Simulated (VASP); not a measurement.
Here is a VASP 6.6.1 calculation.

Contents of INCAR:

```
  PREC = Accurate
  ENCUT = 500
  EDIFF = 1E-6
  ISMEAR = 0
  SIGMA = 0.01
  LREAL = F
  LASPH = T
  NELM = 120
  ALGO = Normal
  ISIF = 2
  LWAVE = F
  LCHARG = T
  GGA = CA
  LELF = T
  LVHAR = T
  NBANDS = 19
  GGA_COMPAT = F
```

The input KPOINTS:

```
regular mesh
0
Gamma
  2 2 2
```

The input POSCAR:

```
SrCl2
1.0
    0.0000000000      3.4976509413      3.4976509413
    3.4976509413      0.0000000000      3.4976509413
    3.4976509413      3.4976509413      0.0000000000
Sr Cl
1 2
Direct
    0.0000000000      0.0000000000      0.0000000000
    0.2500000000      0.2500000000      0.2500000000
    0.7500000000      0.7500000000      0.7500000000
```

Potentials or basis: VASP PAW LDA potentials, release 64 (Sr_sv, Cl).

The run is started by

```bash
$ cat potpaw_LDA.64/Sr_sv/POTCAR potpaw_LDA.64/Cl/POTCAR > POTCAR
$ mpirun -np 1 vasp_std > vasp.out
```

Question: What does it give for the band gap on the k mesh?

Answer: 4.84 eV, indirect (least direct gap 5.14 eV).

Question: Predict the pressure.

Answer: -2.7 GPa.

Caveat: the k points lie up to 0.78 Å⁻¹ apart. LDA gaps usually lie below the measured ones, often by a third to a half.
